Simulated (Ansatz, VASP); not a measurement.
## AlFe: VASP and Ansatz over several settings

```
Fe Al
1.0
     2.91000    0.00000    0.00000
     0.00000    2.91000    0.00000
     0.00000    0.00000    2.91000
Fe Al
1 1
Direct
  0.50000 0.50000 0.50000
  0.00000 0.00000 0.00000
```

Single points on this cell with VASP 6.6.1 and Ansatz 0.2.0. Each row is one pair of runs. Alike in all rows: spin: collinear, typed start; VASP's potentials, cutoff: VASP PAW PBE potentials, release 64 (Fe, Al), 520 eV.

```tsv
level	k mesh	smearing	Ansatz's potentials, cutoff	gap on the k mesh at the Fermi level (eV), VASP	gap on the k mesh at the Fermi level (eV), Ansatz	pressure (GPa), VASP	pressure (GPa), Ansatz	net moment per atom (μB), VASP	net moment per atom (μB), Ansatz
PBE	9 × 9 × 9	gaussian, width 0.027 eV	Ansatz PAW, 420 eV	none	none	-6.2	-6.2	0.31	0.33
PBE	9 × 9 × 9	gaussian, width 0.028 eV	Ansatz PAW, 420 eV	none	none	-6.2	-6.2	0.31	0.33
r2SCAN50	5 × 5 × 5	fermi-dirac, width 0.05 eV	Ansatz PAW, 500 eV	none	none	9.5	11.0	1.22	1.22
HF	5 × 5 × 5	fermi-dirac, width 0.05 eV	Ansatz PAW, 420 eV	?	none	?	41.7	?	1.22
```

Problem. Fill in what VASP gave in row 4.

Solution. gap on the k mesh at the Fermi level (eV): none; pressure (GPa): 52.5; net moment per atom (μB): 1.51.

VASP's potentials hold 11 valence electrons a cell and Ansatz's 19, so a difference there can come from the potentials and not from the codes.

A gap of «none» marks a metal or a gap that the smearing closes.

In some rows the two programs ended in different magnetic states.

The k mesh is coarse in some rows, so the values compare programs but aren't converged. Noted on Ansatz's runs: the magnetic or orbital state may not be the lowest.
